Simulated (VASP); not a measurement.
Here is a VASP 6.6.1 calculation.

File INCAR:

```
PREC     = Accurate       # precision mode
ENCUT    = 520            # plane-wave cutoff, eV
EDIFF    = 1E-7           # SCF threshold, eV
ISMEAR   = 0              # smearing method
SIGMA    = 0.02           # smearing width, eV
LREAL    = F              # projectors in reciprocal space
LASPH    = T              # aspherical terms in the spheres
NELM     = 60             # most SCF steps
ALGO     = Normal         # electronic algorithm
ISIF     = 2              # what is computed and relaxed
LWAVE    = F              # write WAVECAR
LCHARG   = F              # write CHGCAR
GGA      = PE             # functional
NBANDS   = 28             # bands
```

KPOINTS

```
Automatic mesh
0
Gamma
  8 8 6
```

Contents of POSCAR:

```
BaTiO3
1.0
    4.0452315410      0.0000000000      0.0000000000
    0.0000000000      4.0452315410      0.0000000000
    0.0000000000      0.0000000000      4.1626783083
Ba Ti O
1 1 3
Direct
    0.5000000000      0.5000000000      0.5912757181
    0.0000000000      0.0000000000      0.1084227154
    0.0000000000      0.5000000000      0.0602445495
    0.5000000000      0.0000000000      0.0602445495
    0.0000000000      0.0000000000      0.5398094574
```

Potentials or basis: VASP PAW PBE potentials, release 64 (Ba_sv, Ti_sv, O).

Launch:

```bash
$ cat potpaw_PBE.64/Ba_sv/POTCAR potpaw_PBE.64/Ti_sv/POTCAR potpaw_PBE.64/O/POTCAR > POTCAR
$ mpirun -np 1 vasp_std > vasp.out
```

(1) Estimate the pressure.

(2) Predict the largest force.

Answers

(1) -1.5 GPa.

(2) 0.293 eV/Å.

Caveat: the cell differs from its parent crystal (biaxial strain in the a-b plane: +1.5 %).
